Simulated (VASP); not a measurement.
A run of VASP 6.6.1 is set up as follows.

INCAR

```
SYSTEM = Ca
  PREC = Accurate
  ENCUT = 520
  EDIFF = 1E-6
  ISMEAR = 0
  SIGMA = 0.02
  LREAL = .False.
  LASPH = .True.
  NELM = 60
  ALGO = Normal
  ISIF = 2
  LWAVE = .False.
  LCHARG = .False.
  GGA = CA
  NBANDS = 11
```

KPOINTS

```
Automatic mesh
0
Gamma
  13 13 13
  0 0 0
```

POSCAR

```
Ca
1.0
    0.0000000000      2.6703304836      2.6703304836
    2.6703304836      0.0000000000      2.6703304836
    2.6703304836      2.6703304836      0.0000000000
Ca
1
Direct
    0.0000000000      0.0000000000      0.0000000000
```

Potentials or basis: VASP PAW LDA potentials, release 64 (Ca_sv).

Command:

```bash
$ cat potpaw_LDA.64/Ca_sv/POTCAR > POTCAR
$ mpirun -np 1 vasp_std > vasp.out
```

Problem. Predict the band gap on the k mesh.

Solution. Zero (bands 5 and 6 overlap by 0.07 eV).

Problem. Predict the pressure.

Solution. 0.0 GPa.
